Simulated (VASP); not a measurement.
# In2SiH2 in VASP: a series of runs

Runs on In2SiH2. Level: PBE. Tasks: single point.

Program: VASP 6.6.1. These are calculated values, not measurements. Logs are shortened: lines on timing, memory, paths and dates and some standing lists are left out, and cuts for length are marked.

**1. The cell of the first run**

The structure is tetragonal, space group I4/mmm (No. 139). Conventional cell: a = 4.980 Å, b = 4.980 Å, c = 6.810 Å, α = 90.00°, β = 90.00°, γ = 90.00°. In (site symmetry -4m2) has 8 H at 2.82 to 3.24 Å and 4 Si at 3.02 Å and 6 In at 3.40 to 3.52 Å within 3.7 Å. Within 4.0 Å of Si (site symmetry 4/mmm) lie 8 In at 3.02 Å and 12 H at 3.03 to 3.78 Å. H (site symmetry 4mm) has 1 H at 0.76 Å within 1.0 Å.

**2. Single point, PBE**

File INCAR:

```
SYSTEM = In2SiH2
ALGO     = Normal         ! electronic algorithm
EDIFF    = 1E-6           ! SCF threshold, eV
ENCUT    = 500            ! plane-wave cutoff, eV
GGA      = PE             ! functional
GGA_COMPAT= .False.      
ISIF     = 2              ! what is computed and relaxed
ISMEAR   = 0              ! smearing method
LASPH    = .True.         ! aspherical terms in the spheres
LCHARG   = .False.        ! write CHGCAR
LREAL    = .False.        ! projectors in reciprocal space
LWAVE    = .False.        ! write WAVECAR
NBANDS   = 24             ! bands
NELM     = 120            ! most SCF steps
PREC     = Accurate       ! precision mode
SIGMA    = 0.15           ! smearing width, eV
```

File KPOINTS:

```
k-points
0
Gamma
  3 3 3
  0 0 0
```

File POSCAR:

```
In2SiH2
1.0
   -2.4898216536      2.4898216536      3.4047760729
    2.4898216536     -2.4898216536      3.4047760729
    2.4898216536      2.4898216536     -3.4047760729
In Si H
2 1 2
Direct
    0.7500000000      0.2500000000      0.5000000000
    0.2500000000      0.7500000000      0.5000000000
    0.0000000000      0.0000000000      0.0000000000
    0.5555876022      0.5555876022      0.0000000000
    0.4444123978      0.4444123978      0.0000000000
```

Potentials or basis: VASP PAW PBE potentials, release 64 (In_d, Si, H).

Started as:

```console
cat potpaw_PBE.64/In_d/POTCAR potpaw_PBE.64/Si/POTCAR potpaw_PBE.64/H/POTCAR > POTCAR
mpirun -np 1 vasp_std > vasp.out
```

OUTCAR:

```text
SYSTEM = In2SiH2
   EDIFF = 1E-6
   ENCUT = 500
   GGA = PE
   ISIF = 2
   ISMEAR = 0
   LASPH = .True.
   LREAL = .False.
   NELM = 120
   PREC = Accurate

 ion  position               nearest neighbor table
   1  0.750  0.250  0.500-   3 3.02   3 3.02   3 3.02   3 3.02   2 3.40   2 3.40   2 3.52   2 3.52
                             2 3.52   2 3.52
   2  0.250  0.750  0.500-   3 3.02   3 3.02   3 3.02   3 3.02   1 3.40   1 3.40   1 3.52   1 3.52
                             1 3.52   1 3.52
   3  0.000  0.000  0.000-   1 3.02   2 3.02   1 3.02   2 3.02   1 3.02   2 3.02   1 3.02   2 3.02

   4  0.556  0.556  0.000-   5 0.76
   5  0.444  0.444  0.000-   4 0.76

  LATTYP: Found a body centered tetragonal cell.
 ALAT       =     4.9796433072
 C/A-ratio  =     1.3674778946

  Lattice vectors:

 A1 = (  -2.4898216536,   2.4898216536,   3.4047760729)
 A2 = (   2.4898216536,  -2.4898216536,   3.4047760729)
 A3 = (   2.4898216536,   2.4898216536,  -3.4047760729)

Analysis of symmetry for initial positions (statically):
=====================================================================
 Subroutine PRICEL returns:
 Original cell was already a primitive cell.

 Routine SETGRP: Setting up the symmetry group for a
 body centered tetragonal supercell.

 Subroutine GETGRP returns: Found 16 space group operations
 (whereof 16 operations were pure point group operations)
 out of a pool of 16 trial point group operations.

The static configuration has the point symmetry D_4h.

Analysis of symmetry for dynamics (positions and initial velocities):
=====================================================================
 Subroutine PRICEL returns:
 Original cell was already a primitive cell.

 Routine SETGRP: Setting up the symmetry group for a
 body centered tetragonal supercell.

 Subroutine GETGRP returns: Found 16 space group operations
 (whereof 16 operations were pure point group operations)
 out of a pool of 16 trial point group operations.

The dynamic configuration has the point symmetry D_4h.

 Subroutine INISYM returns: Found 16 space group operations
 (whereof 16 operations are pure point group operations),
 and found     1 'primitive' translations

----------------------------------------------------------------------------------------

                                     Primitive cell

  volume of cell :      84.4277

  direct lattice vectors                    reciprocal lattice vectors
    -2.489821654  2.489821654  3.404776073     0.000000000  0.200817596  0.146852536
     2.489821654 -2.489821654  3.404776073     0.200817596  0.000000000  0.146852536
     2.489821654  2.489821654 -3.404776073     0.200817596  0.200817596  0.000000000

  length of vectors
     4.898053066  4.898053066  4.898053066     0.248783790  0.248783790  0.283998968

  position of ions in fractional coordinates (direct lattice)
     0.750000000  0.250000000  0.500000000
     0.250000000  0.750000000  0.500000000
     0.000000000  0.000000000  0.000000000
     0.555587602  0.555587602  0.000000000
     0.444412398  0.444412398  0.000000000

  ion indices of the primitive-cell ions
   primitive index   ion index
                 1           1
                 2           2
                 3           3
                 4           4
                 5           5

----------------------------------------------------------------------------------------

 KPOINTS: k-points

Automatic generation of k-mesh.
 Grid dimensions read from file:
 generate k-points for:    3    3    3

 Generating k-lattice:

  Cartesian coordinates                     Fractional coordinates (reciprocal lattice)
     0.000000000  0.066939199  0.048950845     0.333333333  0.000000000  0.000000000
     0.066939199  0.000000000  0.048950845     0.000000000  0.333333333  0.000000000
     0.066939199  0.066939199  0.000000000     0.000000000  0.000000000  0.333333333

  Length of vectors
     0.082927930  0.082927930  0.094666323

  Shift w.r.t. Gamma in fractional coordinates (k-lattice)
     0.000000000  0.000000000  0.000000000

 Subroutine IBZKPT returns following result:
 ===========================================

 Found      6 irreducible k-points:

 Following reciprocal coordinates:
            Coordinates               Weight
  0.000000  0.000000  0.000000      1.000000
  0.333333  0.000000 -0.000000      8.000000
  0.333333  0.333333 -0.000000      8.000000
 -0.333333  0.333333  0.000000      4.000000
 -0.333333  0.333333  0.333333      4.000000
 -0.333333 -0.333333  0.333333      2.000000
   k-points           NKPTS =      6   k-points in BZ     NKDIM =      6   number of bands    NBANDS=     24
   number of dos      NEDOS =    301   number of ions     NIONS =      5
   total plane-waves  NPLWV =  46656
   dimension x,y,z NGX =    36 NGY =   36 NGZ =   36
   dimension x,y,z NGXF=    72 NGYF=   72 NGZF=   72
   ions per type =               2   1   2
   NGX,Y,Z   is equivalent  to a cutoff of  12.22, 12.22, 12.22 a.u.
   NGXF,Y,Z  is equivalent  to a cutoff of  24.44, 24.44, 24.44 a.u.
 SYSTEM =  In2SiH2
   PREC   = accura    normal or accurate (medium, high low for compatibility)
   ISTART =      0    job   : 0-new  1-cont  2-samecut
   ICHARG =      2    charge: 1-file 2-atom 10-const
   ISPIN  =      1    spin polarized calculation?
   LNONCOLLINEAR =      F non collinear calculations
   LSORBIT =      F    spin-orbit coupling
   LASPH  =      T    aspherical Exc in radial PAW
   ENCUT  =  500.0 eV  36.75 Ry    6.06 a.u.   8.93  8.93  8.93*2*pi/ulx,y,z
   NELM   =    120;   NELMIN=  2; NELMDL= -5     # of ELM steps
   EDIFF  = 0.1E-05   stopping-criterion for ELM
   LREAL  =      F    real-space projection
   EDIFFG = 0.1E-04   stopping-criterion for IOM
   NSW    =      0    number of steps for IOM
   IBRION =     -1    ionic relax: 0-MD 1-quasi-New 2-CG
   NFREE  =      0    steps in history (QN), initial steepest desc. (CG)
   ISIF   =      2    stress and relaxation
   ISYM   =      2    0-nonsym 1-usesym 2-fastsym
   POTIM  = 0.5000    time-step for ionic-motion
   TEBEG  =    0.0;   TEEND  =   0.0 temperature during run
   PSTRESS=    0.0 pullay stress
   NELECT =      32.0000    total number of electrons
   NUPDOWN=      -1.0000    fix difference up-down
   EMIN   =  10.00;   EMAX   =-10.00  energy-range for DOS
   EFERMI =   0.00;   METHOD = LEGACY
   ISMEAR =     0;   SIGMA  =   0.15  broadening in eV -4-tet -1-fermi 0-gaus
   EFERMI_NEDOS =   21; number of points for ismear=-14 and -15
   IALGO  =     38    algorithm
   IMIX   =      4    mixing-type and parameters
     AMIX     =   0.40;   BMIX     =  1.00
     AMIX_MAG =   1.60;   BMIX_MAG =  1.00
  volume/ion in A,a.u.               =      16.89       113.95
  Fermi-wavevector in a.u.,A,eV,Ry     =   1.184758  2.238869 19.097853  1.403653
  Thomas-Fermi vector in A             =   2.320966
   LORBIT       =      0    0 simple, 1 ext, 2 COOP (PROOUT), +10 PAW based schemes
   GGA     = PE    functional components
   LHFCALC =     F    Hartree Fock is set to
   AEXX    =    0.0000 exact exchange contribution
   IVDW    =     0    specifies the selected vdW correction
   LEPSILON=     F    determine dielectric tensor
   LRPA    =     F    only Hartree local field effects (RPA)
 non-spin polarized calculation
 Gauss-broadening in eV      SIGMA  =   0.15
  energy-cutoff  :      500.00
  volume of cell :       84.43
 maximum number of plane-waves:      2156
   NGX = 17   NGY = 17   NGZ = 17

 number of electron      32.0000015 magnetization

 Free energy of the ion-electron system (eV)
  ---------------------------------------------------
  ext. energy  EPLUGINS =         0.00000000
  ---------------------------------------------------
  free energy    TOTEN  =       -16.37990912 eV

  energy without entropy =      -16.36575587  energy(sigma->0) =      -16.37283249

 E-fermi :   5.8306     XC(G=0):  -9.7608

 val. band max:        5.6993752816   @ k =   0.0000   0.0000   0.0000
 cond. band min:       6.2049088839   @ k =   0.0000   0.0000   0.0000
 fundamental gap:      0.5055336023
 Fermi energy:         5.8306430285

 k-point     1 :       0.0000    0.0000    0.0000
  band No.  band energies     occupation
      1      -8.6689      2.00000
      2      -8.6356      2.00000
      3      -8.5895      2.00000
      4      -8.5895      2.00000
      5      -8.5792      2.00000
      6      -8.4145      2.00000
[... 16 lines left out ...]
     23      10.0952      0.00000
     24      11.7210      0.00000

 k-point     2 :       0.3333    0.0000   -0.0000
  band No.  band energies     occupation
      1      -8.5797      2.00000
      2      -8.5595      2.00000
      3      -8.5557      2.00000
      4      -8.5357      2.00000
      5      -8.5331      2.00000
      6      -8.4546      2.00000
[... 16 lines left out ...]
     23      12.5489      0.00000
     24      14.1478      0.00000

 k-point     3 :       0.3333    0.3333   -0.0000
  band No.  band energies     occupation
      1      -8.5720      2.00000
      2      -8.5639      2.00000
      3      -8.5519      2.00000
      4      -8.5210      2.00000
      5      -8.5029      2.00000
      6      -8.4656      2.00000
[... 16 lines left out ...]
     23      13.6643      0.00000
     24      14.4619      0.00000

 k-point     4 :      -0.3333    0.3333    0.0000
  band No.  band energies     occupation
      1      -8.6502      2.00000
      2      -8.6253      2.00000
      3      -8.5112      2.00000
      4      -8.5070      2.00000
      5      -8.4998      2.00000
      6      -8.4723      2.00000
[... 16 lines left out ...]
     23      12.7068      0.00000
     24      12.8705      0.00000

 k-point     5 :      -0.3333    0.3333    0.3333
  band No.  band energies     occupation
      1      -8.5930      2.00000
      2      -8.5734      2.00000
      3      -8.5449      2.00000
      4      -8.5304      2.00000
      5      -8.5196      2.00000
      6      -8.4489      2.00000
[... 16 lines left out ...]
     23      13.8982      0.00000
     24      15.0355      0.00000

 k-point     6 :      -0.3333   -0.3333    0.3333
  band No.  band energies     occupation
      1      -8.6222      2.00000
      2      -8.6204      2.00000
      3      -8.5005      2.00000
      4      -8.4933      2.00000
      5      -8.4933      2.00000
      6      -8.4912      2.00000
[... 16 lines left out ...]
     23      13.0219      0.00000
     24      13.0219      0.00000

------------------------ aborting loop because EDIFF is reached ----------------------------------------

  FORCE on cell =-STRESS in cart. coord.  units (eV):
  Direction    XX          YY          ZZ          XY          YZ          ZX
  --------------------------------------------------------------------------------------
  -------------------------------------------------------------------------------------
  Total       -0.0756276     -0.0756276     -0.0002662      0.0000000      0.0000000     -0.0000000
  in kB       -1.4351774     -1.4351774     -0.0050512      0.0000000      0.0000000     -0.0000000
  external PRESSURE =      -0.9584687 kB  Pullay stress =       0.0000000 kB

 VOLUME and BASIS-vectors are now :
 -----------------------------------------------------------------------------
  energy-cutoff  :      500.00
  volume of cell :       84.43
      direct lattice vectors                 reciprocal lattice vectors
    -2.489821654  2.489821654  3.404776073     0.000000000  0.200817596  0.146852536
     2.489821654 -2.489821654  3.404776073     0.200817596  0.000000000  0.146852536
     2.489821654  2.489821654 -3.404776073     0.200817596  0.200817596  0.000000000

 POSITION                                       TOTAL-FORCE (eV/Angst)
 -----------------------------------------------------------------------------------
      0.00000      2.48982      1.70239        -0.000000     -0.000000      0.000000
      2.48982      0.00000      1.70239        -0.000000     -0.000000      0.000000
      0.00000      0.00000      0.00000        -0.000000     -0.000000     -0.000000
      0.00000      0.00000      3.78330         0.000000      0.000000      0.002364
      0.00000      0.00000      3.02625         0.000000      0.000000     -0.002364
 -----------------------------------------------------------------------------------
    total drift:                               -0.000000      0.000000     -0.000000

  FREE ENERGIE OF THE ION-ELECTRON SYSTEM (eV)
  ---------------------------------------------------
  free  energy   TOTEN  =       -16.3799091231 eV

  energy  without entropy=      -16.3657558664  energy(sigma->0) =      -16.37283249
```

It took 26 s on 1 thread of Intel Xeon 8259CL, shared host; peak memory 0.21 GiB.

Results:

```
Free energy            : -16.3799 eV
Pressure               : -0.1 GPa
Band gap on the k mesh : zero (filled and empty bands touch)
```

Forces on the atoms (eV/Å):
```
In   0.000  0.000  0.000
In   0.000  0.000  0.000
Si   0.000  0.000  0.000
H    0.000  0.000  0.002
H    0.000  0.000 -0.002
```

Caveat: the k points lie up to 0.59 Å⁻¹ apart; spin-orbit coupling is left out, which moves the levels of the heavy elements.

(Part 1 of 2 ends here.)
